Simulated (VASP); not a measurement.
# Si4N in VASP: a series of runs

Si4N is run at these levels: PBE+D3(BJ); tasks: single point.

Program: VASP 6.6.1. These are calculated values, not measurements. Logs are shortened: lines on timing, memory, paths and dates and some standing lists are left out, and cuts for length are marked.

## Step 1: The cell of the first run

The cell holds a slab with vacuum, 5 atoms: a = 3.833 Å, b = 3.833 Å, c = 21.103 Å, α = 90.00°, β = 90.00°, γ = 90.00°.

## Step 2: Single point, PBE+D3(BJ), collinear spin, ferromagnetic start

File INCAR:

```
ALGO = Normal
DIPOL = 0.5 0.5 0.335
EDIFF = 1E-6
ENCUT = 520
GGA = PE
IDIPOL = 3
ISIF = 2
ISMEAR = 0
ISPIN = 2
IVDW = 12
LASPH = T
LCHARG = T
LDIPOL = T
LELF = T
LORBIT = 11
LREAL = F
LVACPOTAV = T
LVHAR = T
LWAVE = F
MAGMOM = 0 0 0 0 3
NBANDS = 22
NELM = 150
PREC = Accurate
SIGMA = 0.05
```

File KPOINTS:

```
k-points
0
Gamma
  7 7 1
```

File POSCAR:

```
Si4N
1.0
    3.8333442755      0.0000000000      0.0000000000
    0.0000000000      3.8333442755      0.0000000000
    0.0000000000      0.0000000000     21.1034818114
Si N
4 1
Direct
    0.0000000000      0.5000000000      0.1895421825
    0.0000000000      0.0000000000      0.2537634269
    0.5000000000      0.0000000000      0.3207061922
    0.5000000000      0.5000000000      0.3839879070
    0.6250000000      1.0000000000      0.5261445439
```

Potentials or basis: VASP PAW PBE potentials, release 64 (Si, N).

On the command line:

```
$ cat potpaw_PBE.64/Si/POTCAR potpaw_PBE.64/N/POTCAR > POTCAR
$ mpirun -np 1 vasp_std > vasp.out
```

OUTCAR:

```text
EDIFF = 1E-6
   ENCUT = 520
   GGA = PE
   ISIF = 2
   ISMEAR = 0
   ISPIN = 2
   IVDW = 12
   LASPH = T
   LORBIT = 11
   LREAL = F
   NELM = 150
   PREC = Accurate
 IVDW          = 12

 ion  position               nearest neighbor table
   1  0.000  0.500  0.190-   2 2.35   2 2.35
   2  0.000  0.000  0.254-   1 2.35   1 2.35   3 2.38   3 2.38
   3  0.500  0.000  0.321-   4 2.34   4 2.34   2 2.38   2 2.38
   4  0.500  0.500  0.384-   3 2.34   3 2.34
   5  0.625  0.000  0.526-

  LATTYP: Found a simple tetragonal cell.
 ALAT       =     3.8333442755
 C/A-ratio  =     5.5052404101

  Lattice vectors:

 A1 = (   3.8333442755,   0.0000000000,   0.0000000000)
 A2 = (   0.0000000000,   3.8333442755,   0.0000000000)
 A3 = (   0.0000000000,   0.0000000000,  21.1034818114)

Analysis of symmetry for initial positions (statically):
=====================================================================
 Subroutine PRICEL returns:
 Original cell was already a primitive cell.

 Routine SETGRP: Setting up the symmetry group for a
 simple tetragonal supercell.

 Subroutine GETGRP returns: Found  2 space group operations
 (whereof  2 operations were pure point group operations)
 out of a pool of 16 trial point group operations.

The static configuration has the point symmetry C_1h.

Analysis of symmetry for dynamics (positions and initial velocities):
=====================================================================
 Subroutine PRICEL returns:
 Original cell was already a primitive cell.

 Routine SETGRP: Setting up the symmetry group for a
 simple tetragonal supercell.

 Subroutine GETGRP returns: Found  2 space group operations
 (whereof  2 operations were pure point group operations)
 out of a pool of 16 trial point group operations.

The dynamic configuration has the point symmetry C_1h.

Analysis of structural, dynamic, and magnetic symmetry:
=====================================================================
 Subroutine PRICEL returns:
 Original cell was already a primitive cell.

 Routine SETGRP: Setting up the symmetry group for a
 simple tetragonal supercell.

 Subroutine GETGRP returns: Found  2 space group operations
 (whereof  2 operations were pure point group operations)
 out of a pool of 16 trial point group operations.

The overall configuration has the point symmetry C_1h.

 Subroutine INISYM returns: Found  2 space group operations
 (whereof  2 operations are pure point group operations),
 and found     1 'primitive' translations

----------------------------------------------------------------------------------------

                                     Primitive cell

  volume of cell :     310.1057

  direct lattice vectors                    reciprocal lattice vectors
     3.833344276  0.000000000  0.000000000     0.260868821  0.000000000  0.000000000
     0.000000000  3.833344276  0.000000000     0.000000000  0.260868821  0.000000000
     0.000000000  0.000000000 21.103481811     0.000000000  0.000000000  0.047385546

  length of vectors
     3.833344276  3.833344276 21.103481811     0.260868821  0.260868821  0.047385546

  position of ions in fractional coordinates (direct lattice)
     0.000000000  0.500000000  0.189542182
     0.000000000  0.000000000  0.253763427
     0.500000000  0.000000000  0.320706192
     0.500000000  0.500000000  0.383987907
     0.625000000  0.000000000  0.526144544

  ion indices of the primitive-cell ions
   primitive index   ion index
                 1           1
                 2           2
                 3           3
                 4           4
                 5           5

----------------------------------------------------------------------------------------

 KPOINTS: k-points

Automatic generation of k-mesh.
 Grid dimensions read from file:
 generate k-points for:    7    7    1

 Generating k-lattice:

  Cartesian coordinates                     Fractional coordinates (reciprocal lattice)
     0.037266974  0.000000000  0.000000000     0.142857143  0.000000000  0.000000000
     0.000000000  0.037266974  0.000000000     0.000000000  0.142857143  0.000000000
     0.000000000  0.000000000  0.047385546     0.000000000  0.000000000  1.000000000

  Length of vectors
     0.037266974  0.037266974  0.047385546

  Shift w.r.t. Gamma in fractional coordinates (k-lattice)
     0.000000000  0.000000000  0.000000000

 Subroutine IBZKPT returns following result:
 ===========================================

 Found     16 irreducible k-points:

 Following reciprocal coordinates:
            Coordinates               Weight
  0.000000  0.000000  0.000000      1.000000
  0.142857  0.000000  0.000000      2.000000
  0.000000  0.142857  0.000000      2.000000
  0.285714  0.000000  0.000000      2.000000
  0.000000  0.285714  0.000000      2.000000
  0.428571  0.000000  0.000000      2.000000
[... 8 lines left out ...]
 -0.285714  0.428571  0.000000      4.000000
  0.428571  0.428571  0.000000      4.000000
   k-points           NKPTS =     16   k-points in BZ     NKDIM =     16   number of bands    NBANDS=     22
   number of dos      NEDOS =    301   number of ions     NIONS =      5
   total plane-waves  NPLWV = 144000
   dimension x,y,z NGX =    30 NGY =   30 NGZ =  160
   dimension x,y,z NGXF=    60 NGYF=   60 NGZF=  320
   ions per type =               4   1
   NGX,Y,Z   is equivalent  to a cutoff of  13.01, 13.01, 12.60 a.u.
   NGXF,Y,Z  is equivalent  to a cutoff of  26.02, 26.02, 25.21 a.u.
 SYSTEM =  unknown system
   PREC   = accura    normal or accurate (medium, high low for compatibility)
   ISTART =      0    job   : 0-new  1-cont  2-samecut
   ICHARG =      2    charge: 1-file 2-atom 10-const
   ISPIN  =      2    spin polarized calculation?
   LNONCOLLINEAR =      F non collinear calculations
   LSORBIT =      F    spin-orbit coupling
   LASPH  =      T    aspherical Exc in radial PAW
   ENCUT  =  520.0 eV  38.22 Ry    6.18 a.u.   7.13  7.13 39.24*2*pi/ulx,y,z
   NELM   =    150;   NELMIN=  2; NELMDL= -5     # of ELM steps
   EDIFF  = 0.1E-05   stopping-criterion for ELM
   LREAL  =      F    real-space projection
   EDIFFG = 0.1E-04   stopping-criterion for IOM
   NSW    =      0    number of steps for IOM
   IBRION =     -1    ionic relax: 0-MD 1-quasi-New 2-CG
   NFREE  =      0    steps in history (QN), initial steepest desc. (CG)
   ISIF   =      2    stress and relaxation
   ISYM   =      2    0-nonsym 1-usesym 2-fastsym
   POTIM  = 0.5000    time-step for ionic-motion
   TEBEG  =    0.0;   TEEND  =   0.0 temperature during run
   PSTRESS=    0.0 pullay stress
   NELECT =      21.0000    total number of electrons
   NUPDOWN=      -1.0000    fix difference up-down
   EMIN   =  10.00;   EMAX   =-10.00  energy-range for DOS
   EFERMI =   0.00;   METHOD = LEGACY
   ISMEAR =     0;   SIGMA  =   0.05  broadening in eV -4-tet -1-fermi 0-gaus
   EFERMI_NEDOS =   21; number of points for ismear=-14 and -15
   IALGO  =     38    algorithm
   IMIX   =      4    mixing-type and parameters
     AMIX     =   0.40;   BMIX     =  1.00
     AMIX_MAG =   1.60;   BMIX_MAG =  1.00
  volume/ion in A,a.u.               =      62.02       418.54
  Fermi-wavevector in a.u.,A,eV,Ry     =   0.667285  1.260986  6.058256  0.445269
  Thomas-Fermi vector in A             =   1.741845
   LORBIT       =     11    0 simple, 1 ext, 2 COOP (PROOUT), +10 PAW based schemes
   GGA     = PE    functional components
   LHFCALC =     F    Hartree Fock is set to
   AEXX    =    0.0000 exact exchange contribution
   IVDW    =    12    specifies the selected vdW correction
   LEPSILON=     F    determine dielectric tensor
   LRPA    =     F    only Hartree local field effects (RPA)
 spin polarized calculation
 Gauss-broadening in eV      SIGMA  =   0.05
  energy-cutoff  :      520.00
  volume of cell :      310.11
 maximum number of plane-waves:      8388
 NGX is ok and might be reduce to    30
   NGX = 15   NGY = 15   NGZ = 79

 dipolmoment           0.000000      0.000000     -0.002744 electrons x Angstroem

 number of electron      21.0000001 magnetization       2.7116292

 dipolmoment           0.000000      0.000000      0.042786 electrons x Angstroem

 Free energy of the ion-electron system (eV)
  ---------------------------------------------------
  ext. energy  EPLUGINS =         0.00000000
  ---------------------------------------------------
  free energy    TOTEN  =       -21.25956265 eV

  energy without entropy =      -21.25550134  energy(sigma->0) =      -21.25753199

 E-fermi :  -2.4176     XC(G=0):  -3.8786

 val. band max:       -2.4315040222   @ k =   0.1429   0.1429   0.0000
 cond. band min:      -2.3893332085   @ k =  -0.1429   0.4286   0.0000
 fundamental gap:      0.0421708136
 Fermi energy:        -2.4176415474

 spin component 1

 k-point     1 :       0.0000    0.0000    0.0000
  band No.  band energies     occupation
      1     -16.4822      1.00000
      2     -13.2310      1.00000
      3     -11.0802      1.00000
      4      -7.7689      1.00000
      5      -5.0497      1.00000
      6      -4.6451      1.00000
[... 14 lines left out ...]
     21       3.6979      0.00000
     22       4.0238      0.00000

 k-point     2 :       0.1429    0.0000    0.0000
  band No.  band energies     occupation
      1     -16.4704      1.00000
      2     -13.0694      1.00000
      3     -11.0291      1.00000
      4      -7.6744      1.00000
      5      -5.3566      1.00000
      6      -4.9410      1.00000
[... 14 lines left out ...]
     21       3.9258      0.00000
     22       4.5235      0.00000
[... 308 lines left out ...]
      6      -5.3684      1.00000
[... 14 lines left out ...]
     21       4.5560      0.00000
     22       5.1653      0.00000

 k-point    16 :       0.4286    0.4286    0.0000
  band No.  band energies     occupation
      1     -16.3645      1.00000
      2     -10.4758      1.00000
      3      -9.6571      1.00000
      4      -8.8493      1.00000
      5      -8.4401      1.00000
      6      -5.5390      1.00000
[... 14 lines left out ...]
     21       5.2227      0.00000
     22       5.9746      0.00000
 Fermi energy:        -2.4176415474

 spin component 2

 k-point     1 :       0.0000    0.0000    0.0000
  band No.  band energies     occupation
      1     -13.2643      1.00000
      2     -12.0990      1.00000
      3     -11.1154      1.00000
      4      -7.8074      1.00000
      5      -4.3151      1.00000
      6      -4.0706      1.00000
[... 14 lines left out ...]
     21       3.7575      0.00000
     22       4.1775      0.00000

 k-point     2 :       0.1429    0.0000    0.0000
  band No.  band energies     occupation
      1     -13.1034      1.00000
      2     -12.0783      1.00000
      3     -11.0654      1.00000
      4      -7.7128      1.00000
      5      -5.3390      1.00000
      6      -4.2008      1.00000
[... 14 lines left out ...]
     21       4.1232      0.00000
     22       4.5058      0.00000
[... 323 lines left out ...]
     21       4.5990      0.00000
     22       5.2284      0.00000

 k-point    16 :       0.4286    0.4286    0.0000
  band No.  band energies     occupation
      1     -11.8969      1.00000
      2     -10.5020      1.00000
      3      -9.6927      1.00000
      4      -8.9076      1.00000
      5      -8.4837      1.00000
      6      -5.5406      1.00000
[... 14 lines left out ...]
     21       5.2932      0.00000
     22       6.0753      0.00000

------------------------ aborting loop because EDIFF is reached ----------------------------------------

 Edisp (eV)   -0.99305

 E8    (eV) :    -0.4223

  FORCE on cell =-STRESS in cart. coord.  units (eV):
  Direction    XX          YY          ZZ          XY          YZ          ZX
  --------------------------------------------------------------------------------------
  -------------------------------------------------------------------------------------
  Total      -3.84984    -1.29899    -1.00105     0.00000     0.00000    -0.06635
  in kB     -19.89041    -6.71130    -5.17196     0.00000     0.00000    -0.34281
  external pressure =      -10.59 kB  Pullay stress =        0.00 kB

 VOLUME and BASIS-vectors are now :
 -----------------------------------------------------------------------------
  energy-cutoff  :      520.00
  volume of cell :      310.11
      direct lattice vectors                 reciprocal lattice vectors
     3.833344276  0.000000000  0.000000000     0.260868821  0.000000000  0.000000000
     0.000000000  3.833344276  0.000000000     0.000000000  0.260868821  0.000000000
     0.000000000  0.000000000 21.103481811     0.000000000  0.000000000  0.047385546

 POSITION                                       TOTAL-FORCE (eV/Angst)
 -----------------------------------------------------------------------------------
      0.00000      1.91667      4.00000         0.000550      0.000000      0.085879
      0.00000      0.00000      5.35529        -0.004221      0.000000      0.024068
      1.91667      0.00000      6.76802         0.017131      0.000000     -0.031643
      1.91667      1.91667      8.10348         0.004119      0.000000      0.119463
      2.39584      0.00000     11.10348        -0.017579      0.000000     -0.197766
 -----------------------------------------------------------------------------------
    total drift:                               -0.000124      0.000000      0.000080

  FREE ENERGIE OF THE ION-ELECTRON SYSTEM (eV)
  ---------------------------------------------------
  free  energy   TOTEN  =       -22.2526100308 eV

  energy  without entropy=      -22.2485487204  energy(sigma->0) =      -22.25057938

 vacuum level on the upper side and lower side of the slab         3.471         2.943

 total charge

# of ion       s       p       d       tot
------------------------------------------
    1        0.863   0.721   0.000   1.584
    2        0.776   0.894   0.000   1.669
    3        0.776   0.897   0.000   1.673
    4        0.860   0.720   0.000   1.580
    5        1.363   1.911   0.000   3.274
--------------------------------------------------
tot          4.638   5.143   0.000   9.781

 magnetization (x)

# of ion       s       p       d       tot
------------------------------------------
    1        0.000  -0.012   0.000  -0.011
    2        0.000  -0.010   0.000  -0.010
    3        0.003  -0.009   0.000  -0.006
    4       -0.001  -0.041   0.000  -0.042
    5        0.039   1.864   0.000   1.902
--------------------------------------------------
tot          0.041   1.792   0.000   1.833
```

It took 6.5 min on 1 thread of Intel Xeon 6975P-C, shared host; peak memory 0.57 GiB.

What came out:

| Quantity | Value |
| --- | --- |
| Free energy | -22.2526 eV |
| Largest force | 0.199 eV/Å |
| Net moment | 2.71 μB per cell |
| Site moments | Si -0.01, -0.04; N +1.90 μB |
| Valence electrons inside the program's atomic spheres | Si 1.58, 1.67; N 3.27 |
| Dispersion energy per atom | -0.199 eV |

Forces on the atoms (eV/Å):
```
Si   0.001  0.000  0.086
Si  -0.004  0.000  0.024
Si   0.017  0.000 -0.032
Si   0.004  0.000  0.119
N   -0.018  0.000 -0.198
```

Levels at points of the mesh, in eV from the Fermi level:
Spin up:
| k point | band 8 | band 9 | band 10 | band 11 | band 12 | band 13 | band 14 | band 15 | band 16 | band 17 |
| --- | --- | --- | --- | --- | --- | --- | --- | --- | --- | --- |
| (0.00, 0.00, 0.00) | -1.86 | -1.63 | -1.36 | -0.49 | 0.62 | 1.41 | 1.90 | 2.05 | 3.15 | 3.43 |
Spin down:
| k point | band 5 | band 6 | band 7 | band 8 | band 9 | band 10 | band 11 | band 12 | band 13 | band 14 |
| --- | --- | --- | --- | --- | --- | --- | --- | --- | --- | --- |
| (0.00, 0.00, 0.00) | -1.90 | -1.65 | -1.64 | -0.52 | 0.29 | 1.36 | 1.63 | 1.87 | 2.00 | 2.02 |

## Step 3: Single point, PBE+D3(BJ), collinear spin, ferromagnetic start

File INCAR:

```
SYSTEM = Si4N
PREC = Accurate
ENCUT = 520
EDIFF = 1E-7
ISMEAR = 0
SIGMA = 0.05
LREAL = .False.
LASPH = .True.
NELM = 150
ALGO = Normal
ISIF = 2
LWAVE = .False.
LCHARG = .False.
ISPIN = 2
MAGMOM = 0 0 0 0 3
LORBIT = 11
LDIPOL = .True.
IDIPOL = 3
DIPOL = 0.5 0.5 0.335
GGA = PE
IVDW = 12
NBANDS = 22
```

File KPOINTS:

```
regular mesh
0
Gamma
  7 7 1
  0 0 0
```

POSCAR, as its differences from that of step 2:

```diff
@@ -12,2 +12,2 @@
     0.5000000000      0.5000000000      0.3839879070
-    0.6250000000      1.0000000000      0.5261445439
+    1.0000000000      0.6250000000      0.5261445439
```

Potentials or basis: VASP PAW PBE potentials, release 64 (Si, N).

On the command line:

```
$ cat potpaw_PBE.64/Si/POTCAR potpaw_PBE.64/N/POTCAR > POTCAR
$ mpirun -np 1 vasp_std > vasp.out
```

Run time: 6.6 min. Hardware: 1 thread of Intel Xeon 6975P-C, shared host; peak memory 0.57 GiB.

Results (log left out):

* Free energy: -22.2610 eV
* Largest force: 0.219 eV/Å
* Net moment: 2.64 μB per cell
* Site moments: Si -0.02, -0.01, -0.05; N +1.89 μB
* Valence electrons inside the program's atomic spheres: Si 1.58, 1.67; N 3.27
* Dispersion energy per atom: -0.198 eV

Forces in eV/Å, atoms in the order of the input:
```
Si   0.000  0.003  0.091
Si   0.000  0.003  0.032
Si   0.000 -0.011 -0.044
Si   0.000  0.029  0.138
N    0.000 -0.024 -0.218
```

Levels at points of the mesh, in eV from the Fermi level:
Spin up:
```
           k point  band 9  band 10  band 11  band 12  band 13  band 14  band 15  band 16
(0.00, 0.00, 0.00)   -1.64    -1.35    -0.51     0.61     1.40     1.88     2.05     3.11
```
Spin down:
```
           k point  band 6  band 7  band 8  band 9  band 10  band 11  band 12  band 13
(0.00, 0.00, 0.00)   -1.69   -1.67   -0.55    0.26     1.32     1.58     1.85     2.01
```

## Step 4: Single point, PBE+D3(BJ), collinear spin, ferromagnetic start

File INCAR:

```
SYSTEM = Si4N
  PREC = Accurate
  ENCUT = 520
  EDIFF = 1E-6
  ISMEAR = 0
  SIGMA = 0.05
  LREAL = .FALSE.
  LASPH = .TRUE.
  NELM = 150
  ALGO = Normal
  ISIF = 2
  LWAVE = .FALSE.
  LCHARG = .TRUE.
  ISPIN = 2
  MAGMOM = 0 0 0 0 3
  LORBIT = 11
  LDIPOL = .TRUE.
  IDIPOL = 3
  DIPOL = 0.5 0.5 0.335
  GGA = PE
  IVDW = 12
  LELF = .TRUE.
  LVHAR = .TRUE.
  LVACPOTAV = .TRUE.
  NBANDS = 22
```

File KPOINTS:

```
Automatic mesh
0
G
  7 7 1
  0 0 0
```

POSCAR, as its differences from that of step 3:

```diff
@@ -12,2 +12,2 @@
     0.5000000000      0.5000000000      0.3839879070
-    1.0000000000      0.6250000000      0.5261445439
+    0.8750000000      1.0000000000      0.5261445439
```

On the command line:

```
$ cat potpaw_PBE.64/Si/POTCAR potpaw_PBE.64/N/POTCAR > POTCAR
$ mpirun -np 1 vasp_std > vasp.out
```

Wall time 7.8 min (1 thread of Intel Xeon 6975P-C, shared host); peak memory 0.58 GiB.

Results (log left out):

| Quantity | Value |
| --- | --- |
| Free energy | -22.2321 eV |
| Largest force | 0.152 eV/Å |
| Net moment | 2.75 μB per cell |
| Site moments | Si -0.01, -0.03; N +1.92 μB |
| Valence electrons inside the program's atomic spheres | Si 1.58, 1.67; N 3.27 |
| Dispersion energy per atom | -0.199 eV |

Forces in eV/Å, atoms in the order of the input:
```
Si   0.001  0.000  0.101
Si  -0.005  0.000  0.010
Si   0.015  0.000 -0.066
Si   0.005  0.000  0.106
N   -0.016  0.000 -0.151
```

Levels at points of the mesh, in eV from the Fermi level:
Spin up:
| k point | band 9 | band 10 | band 11 | band 12 | band 13 | band 14 | band 15 | band 16 |
| --- | --- | --- | --- | --- | --- | --- | --- | --- |
| (0.00, 0.00, 0.00) | -1.62 | -1.40 | -0.48 | 0.59 | 1.43 | 1.91 | 2.06 | 3.14 |
Spin down:
| k point | band 5 | band 6 | band 7 | band 8 | band 9 | band 10 | band 11 | band 12 | band 13 | band 14 |
| --- | --- | --- | --- | --- | --- | --- | --- | --- | --- | --- |
| (0.00, 0.00, 0.00) | -1.88 | -1.64 | -1.62 | -0.51 | 0.33 | 1.37 | 1.60 | 1.88 | 2.00 | 2.03 |
